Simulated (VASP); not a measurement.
**NaF: single point with PBEsol**

Crystal: NaF.

```xyz
2
Lattice="2.3499 2.3499 0.0000 -2.3499 2.3499 0.0000 0.0000 2.3499 2.3499" Properties=species:S:1:pos:R:3 pbc="T T T"
Na    0.0000    0.0000    0.0000
F     0.0000    2.3499    0.0000
```

```json
{
 "Program": "VASP 6.6.1",
 "Task": "single point",
 "Functional": "PBEsol",
 "Potentials or basis": "VASP PAW PBE potentials, release 64 (Na_pv, F)",
 "Cutoff": "520 eV",
 "k mesh": "8 × 8 × 8",
 "Occupations": "gaussian, width 0.01 eV",
 "Spin": "no spin polarisation",
 "Dipole correction": "no",
 "Further INCAR settings": "ALGO = Normal; EDIFF = 1e-07; NBANDS = 14"
}
```

```json
{"Pressure": "-2.0 GPa", "Band gap on the k mesh": "5.95 eV"}
```

Levels at points of the mesh, in eV from the valence-band top:
```tsv
k point	band 4	band 5	band 6	band 7	band 8	band 9	band 10	band 11
(0.00, 0.00, 0.00)	-18.90	0.00	0.00	0.00	5.95	18.55	18.55	18.55
(0.50, 0.00, 0.00)	-18.12	-1.53	-0.24	-0.24	10.36	11.99	19.53	19.53
(0.50, 0.50, 0.00)	-18.76	-1.23	-0.39	-0.39	12.64	12.96	13.13	19.11
```

Wall time 19 s on 1 thread of Intel Xeon 8259CL (shared host), peak memory 0.15 GiB.

Caveat: the PAW data sets were made with another functional, which shifts forces and pressure a little. A hybrid or GW would open this gap; PBEsol tends to underestimate it.
